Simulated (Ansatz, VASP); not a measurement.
# Two plane-wave programs on Ti

```
Ti
1.0
    -1.78149    1.78149    1.44446
     1.78149   -1.78149    1.44446
     1.42841    1.42841   -1.44446
Ti
1
Direct
  0.00000 0.00000 0.00000
```

Change from the starting cell: engineering shear strain xy -0.2200, normal strain along z -0.1000.

Alike in both runs: task single point; functional PBEsol; k mesh 20 × 20 × 20; occupations gaussian, width 0.15 eV; no spin polarisation.

```csv
,VASP,Ansatz
version,VASP 6.6.1,Ansatz 0.2.0
potentials or method,"VASP PAW PBE potentials, release 64 (Ti_sv), cutoff 520 eV","scalar-relativistic, plane waves, PAW"
valence electrons in the cell,12,12
```

|  | VASP | Ansatz | Ansatz less VASP |
| --- | --- | --- | --- |
| gap on the k mesh at the Fermi level (eV) | none | none | - |
| pressure (GPa) | 14.5 | 14.9 | +0.38 |
| traceless stress, the component that is largest in VASP (GPa) | 8.83 | 8.76 | -0.066 |

VASP's potentials were made for PBE, not for PBEsol, and Ansatz warns of the same on its side. A gap of «none» marks a metal or a gap that the smearing closes.
